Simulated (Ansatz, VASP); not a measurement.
## One calculation of SnTe, two programs

Contents of INCAR:

```
PREC = Accurate
ENCUT = 600
EDIFF = 1E-6
ISMEAR = -1
SIGMA = 0.05
LREAL = F
LASPH = T
NELM = 80
ALGO = Normal
ISIF = 3
LWAVE = F
LCHARG = F
GGA = PE
IVDW = 12
IBRION = 2
NSW = 80
EDIFFG = -0.01
```

Contents of KPOINTS:

```
Automatic mesh
0
Gamma
  7 7 7
```

POSCAR

```
SnTe
1.0
    0.0000000000      3.1508500000      3.1508500000
    3.1508500000      0.0000000000      3.1508500000
    3.1508500000      3.1508500000      0.0000000000
Te Sn
1 1
Direct
    0.5000000000      0.5000000000      0.5000000000
    0.0000000000      0.0000000000      0.0000000000
```

The input input.yaml:

```yaml
crystal:
  lattice:
    - [0.0, 3.15085, 3.15085]
    - [3.15085, 0.0, 3.15085]
    - [3.15085, 3.15085, 0.0]
  atoms:
    - { symbol: Te, position: [0.5, 0.5, 0.5] }
    - { symbol: Sn, position: [0.0, 0.0, 0.0] }
kpoints:
  mp_grid: { grid: [7, 7, 7] }
scf:
  occupations: { method: fermi_dirac, width: 0.05 }
hamiltonian:
  xc: pbe
  dispersion: d3bj
  pseudopotentials: { kind: all_electron, lapw: { basis_error: 0.001 } }
output:
  forces: true
  stress: true
relax:
  f_tol: 0.01
  max_steps: 60
  cell: {}
```

Alike in both runs: task relaxation of cell and atoms; functional PBE; dispersion D3(BJ); k mesh 7 × 7 × 7; occupations fermi-dirac, width 0.05 eV; no spin polarisation.

```csv
,VASP,Ansatz
version,VASP 6.6.1,Ansatz 0.2.0
potentials or method,"VASP PAW PBE potentials, release 64 (Te, Sn_d), cutoff 600 eV","all-electron LAPW, scalar-relativistic"
```

|  | VASP | Ansatz | Ansatz less VASP |
| --- | --- | --- | --- |
| relaxed volume (Å³/atom) | 31.28 | 31.37 | +0.088 |
| relaxed cell length with the largest relative difference (Å) | 4.456 | 4.460 | +0.0042 |

Ansatz ran all-electron here, and VASP with PAW potentials.

Neither program's run includes spin-orbit coupling. Noted on VASP's run: the relaxation stopped at its first step, so nothing moved.
